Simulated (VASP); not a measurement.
# Sn (I4_1/amd) in VASP: notebook

Runs on Sn. Level: r2SCAN. Tasks: electric field gradients.

Everything below comes from runs of VASP 6.6.1. Logs are shortened: lines on timing, memory, paths and dates and some standing lists are left out, and cuts for length are marked.

**1. The cell of the first run**

Symmetry: I4_1/amd, No. 141, tetragonal system. The conventional cell has a = 5.801 Å, b = 5.801 Å, c = 3.155 Å, α = 90.00°, β = 90.00°, γ = 90.00°. Sn (site symmetry -4m2) has 10 Sn at 3.01 to 3.74 Å within 4.0 Å.

**2. Electric field gradients, r2SCAN (26.54 Å³/atom)**

Input file POSCAR:

```
Sn
1.0
   -2.9004039564      2.9004039564      1.5776871502
    2.9004039564     -2.9004039564      1.5776871502
    2.9004039564      2.9004039564     -1.5776871502
Sn
2
Direct
    0.7500000000      0.2500000000      0.5000000000
    0.0000000000      0.0000000000      0.0000000000
```

Input file INCAR.step1:

```
PREC = Accurate
ENCUT = 520
ISMEAR = -1
SIGMA = 0.05
LREAL = False
LASPH = True
NELM = 60
NBANDS = 21
GGA = PE
ALGO = Normal
EDIFF = 1E-4
LWAVE = True
LCHARG = False
```

Input file INCAR.step2:

```
PREC = Accurate
ENCUT = 520
EDIFF = 1E-8
ISMEAR = -1
SIGMA = 0.05
LREAL = False
LASPH = True
NELM = 60
ALGO = Normal
ISIF = 2
LWAVE = False
LCHARG = False
METAGGA = R2SCAN
LMIXTAU = True
LEFG = True
NBANDS = 21
ISTART = 1
```

Input file KPOINTS:

```
Automatic mesh
0
Gamma
  12 12 12
```

Potentials or basis: VASP PAW PBE potentials, release 64 (Sn_d).

Started as:

```bash
$ cat potpaw_PBE.64/Sn_d/POTCAR > POTCAR
$ cp INCAR.step1 INCAR
$ mpirun -np 1 vasp_std > vasp.out
$ cp INCAR.step2 INCAR
$ mpirun -np 1 vasp_std > vasp.out
```

OUTCAR:

```text
PREC = Accurate
   ENCUT = 520
   EDIFF = 1E-8
   ISMEAR = -1
   LREAL = False
   LASPH = True
   NELM = 60
   ISIF = 2
   METAGGA = R2SCAN
   ISTART = 1

 ion  position               nearest neighbor table
   1  0.750  0.250  0.500-   2 3.01   2 3.01   2 3.01   2 3.01   2 3.74   2 3.74   2 3.74   2 3.74

   2  0.000  0.000  0.000-   1 3.01   1 3.01   1 3.01   1 3.01   1 3.74   1 3.74   1 3.74   1 3.74

  LATTYP: Found a body centered tetragonal cell.
 ALAT       =     5.8008079128
 C/A-ratio  =     0.5439542815

  Lattice vectors:

 A1 = (  -2.9004039564,   2.9004039564,   1.5776871502)
 A2 = (   2.9004039564,  -2.9004039564,   1.5776871502)
 A3 = (   2.9004039564,   2.9004039564,  -1.5776871502)

Analysis of symmetry for initial positions (statically):
=====================================================================
 Subroutine PRICEL returns:
 Original cell was already a primitive cell.

 Routine SETGRP: Setting up the symmetry group for a
 body centered tetragonal supercell.

 Subroutine GETGRP returns: Found 16 space group operations
 (whereof  8 operations were pure point group operations)
 out of a pool of 16 trial point group operations.

The static configuration has the point symmetry D_2d.
 The point group associated with its full space group is D_4h.

Analysis of symmetry for dynamics (positions and initial velocities):
=====================================================================
 Subroutine PRICEL returns:
 Original cell was already a primitive cell.

 Routine SETGRP: Setting up the symmetry group for a
 body centered tetragonal supercell.

 Subroutine GETGRP returns: Found 16 space group operations
 (whereof  8 operations were pure point group operations)
 out of a pool of 16 trial point group operations.

The dynamic configuration has the point symmetry D_2d.
 The point group associated with its full space group is D_4h.

 Subroutine INISYM returns: Found 16 space group operations
 (whereof  8 operations are pure point group operations),
 and found     1 'primitive' translations

----------------------------------------------------------------------------------------
[... 125 lines left out ...]
  energy-cutoff  :      520.00
  volume of cell :       53.09
 maximum number of plane-waves:      1450
 NGX is ok and might be reduce to    36
   NGX = 17   NGY = 17   NGZ = 17

 number of electron      28.0000011 magnetization

 Free energy of the ion-electron system (eV)
  ---------------------------------------------------
  ext. energy  EPLUGINS =         0.00000000
  ---------------------------------------------------
  free energy    TOTEN  =       -49.23557985 eV

  energy without entropy =      -49.22899697  energy(sigma->0) =      -49.23228841

 E-fermi :   8.1997     XC(G=0): -11.2463

 val. band max:        8.1790075212   @ k =  -0.1667   0.1667   0.0833
 cond. band min:       8.2011671292   @ k =  -0.1667  -0.1667   0.1667
 fundamental gap:      0.0221596081
 Fermi energy:         8.1996711619

 k-point     1 :       0.0000    0.0000    0.0000
  band No.  band energies     occupation
      1     -14.2017      2.00000
      2     -14.1043      2.00000
      3     -14.0536      2.00000
      4     -14.0454      2.00000
      5     -13.8642      2.00000
      6     -13.8642      2.00000
[... 565 lines left out ...]
     20      16.9100      0.00000
     21      17.6139      0.00000

 [... further k-points ...]

------------------------ aborting loop because EDIFF is reached ----------------------------------------

  FORCE on cell =-STRESS in cart. coord.  units (eV):
  Direction    XX          YY          ZZ          XY          YZ          ZX
  --------------------------------------------------------------------------------------
  -------------------------------------------------------------------------------------
  Total        0.7667713      0.7667713      0.6950682      0.0000000      0.0000000      0.0000000
  in kB       23.1408112     23.1408112     20.9768453      0.0000000      0.0000000      0.0000000
  external PRESSURE =      22.4194892 kB  Pullay stress =       0.0000000 kB

 VOLUME and BASIS-vectors are now :
 -----------------------------------------------------------------------------
  energy-cutoff  :      520.00
  volume of cell :       53.09
      direct lattice vectors                 reciprocal lattice vectors
    -2.900403956  2.900403956  1.577687150     0.000000000  0.172389780  0.316919612
     2.900403956 -2.900403956  1.577687150     0.172389780  0.000000000  0.316919612
     2.900403956  2.900403956 -1.577687150     0.172389780  0.172389780  0.000000000

 POSITION                                       TOTAL-FORCE (eV/Angst)
 -----------------------------------------------------------------------------------
      0.00000      2.90040      0.78884         0.000000     -0.000000     -0.000000
      0.00000      0.00000      0.00000        -0.000000      0.000000      0.000000
 -----------------------------------------------------------------------------------
    total drift:                               -0.000000      0.000000     -0.000000

  FREE ENERGIE OF THE ION-ELECTRON SYSTEM (eV)
  ---------------------------------------------------
  free  energy   TOTEN  =       -49.2355798496 eV

  energy  without entropy=      -49.2289969686  energy(sigma->0) =      -49.23228841

 Electric field gradients (V/A^2)
---------------------------------------------------------------------
 ion       V_xx      V_yy      V_zz      V_xy      V_xz      V_yz
---------------------------------------------------------------------
   1     -21.170   -21.170    42.340     0.001     0.000     0.000
   2     -21.170   -21.170    42.340     0.001     0.000     0.000
---------------------------------------------------------------------

 Electric field gradients after diagonalization (V/A^2)
 (convention: |V_zz| > |V_xx| > |V_yy|)
----------------------------------------------------------------------
 ion       V_xx      V_yy      V_zz     asymmetry (V_yy - V_xx)/ V_zz
----------------------------------------------------------------------
   1     -21.170   -21.169    42.340       0.000
   2     -21.170   -21.169    42.340       0.000
----------------------------------------------------------------------

           NMR quadrupolar parameters

 Cq : quadrupolar parameter    Cq=e*Q*V_zz/h
 eta: asymmetry parameters     (V_yy - V_xx)/ V_zz
 Q  : nuclear electric quadrupole moment in mb (millibarn)
----------------------------------------------------------------------
 ion       Cq(MHz)       eta       Q (mb)
----------------------------------------------------------------------
   1       0.102       0.000       1.000
   2       0.102       0.000       1.000
----------------------------------------------------------------------
```

OSZICAR.step1:

```text
N       E                     dE             d eps       ncg     rms          rms(c)
DAV:   1     0.222159760213E+03    0.22216E+03   -0.14473E+04  6971   0.211E+03
DAV:   2     0.153833795523E+02   -0.20678E+03   -0.20239E+03  6891   0.457E+02
DAV:   3    -0.687254524718E+01   -0.22256E+02   -0.22083E+02  7942   0.135E+02
DAV:   4    -0.756965533700E+01   -0.69711E+00   -0.69668E+00  7785   0.262E+01
DAV:   5    -0.759783603732E+01   -0.28181E-01   -0.28180E-01  9696   0.497E+00    0.248E+00
DAV:   6    -0.758034027596E+01    0.17496E-01   -0.32458E-02  9294   0.254E+00    0.139E+00
DAV:   7    -0.757550880394E+01    0.48315E-02   -0.18923E-02  9340   0.198E+00    0.169E-01
DAV:   8    -0.757542290287E+01    0.85901E-04   -0.21302E-03  8505   0.606E-01    0.381E-02
DAV:   9    -0.757542656405E+01   -0.36612E-05   -0.49397E-05  4923   0.734E-02
   1 F= -.75754266E+01 E0= -.75716979E+01  d E =-.745726E-02
```

Wall time 8.4 min (1 thread of Intel Xeon 6975P-C (Granite Rapids), shared host); peak memory 0.31 GiB.

What came out:

```yaml
Free_energy: -49.2356 eV
Pressure: 2.2 GPa
Band_gap_on_the_k_mesh: zero (bands 14 and 15 overlap by 4.50 eV)
Largest_electric_field_gradient_by_atom: Sn +42.3 V/Å²
```

Stress tensor (GPa, compression positive):
```
2.31 0.00 0.00
0.00 2.31 0.00
0.00 0.00 2.10
```

Levels at points of the mesh, in eV from the Fermi level:
| k point | band 11 | band 12 | band 13 | band 14 | band 15 | band 16 | band 17 | band 18 |
| --- | --- | --- | --- | --- | --- | --- | --- | --- |
| (0.00, 0.00, 0.00) | -11.85 | -3.60 | -2.24 | -2.24 | 3.31 | 6.66 | 6.66 | 7.41 |
| (0.50, 0.00, 0.00) | -7.24 | -5.71 | -2.32 | -1.94 | -1.32 | 2.49 | 3.08 | 5.08 |
| (0.50, 0.50, 0.00) | -9.44 | -9.44 | 0.54 | 0.54 | 1.84 | 1.84 | 6.54 | 6.54 |
| (0.50, 0.50, 0.50) | -7.95 | -7.95 | -5.18 | -5.18 | 5.45 | 5.45 | 10.16 | 10.16 |

Electric field gradients, principal values (V/Å²):
| atom | least | middle | greatest (by size) |
| --- | --- | --- | --- |
| 1 Sn | -21.169 | -21.170 | 42.340 |
| 2 Sn | -21.169 | -21.170 | 42.340 |

Caveat: without QUAD_EFG the Cq values of the log hold for a quadrupole moment of 1 mb, not for the nuclei; the PAW data sets were made with another functional, which shifts forces and pressure a little; spin-orbit coupling is left out, which moves the levels of the heavy elements.

(Part 1 of 2 ends here.)
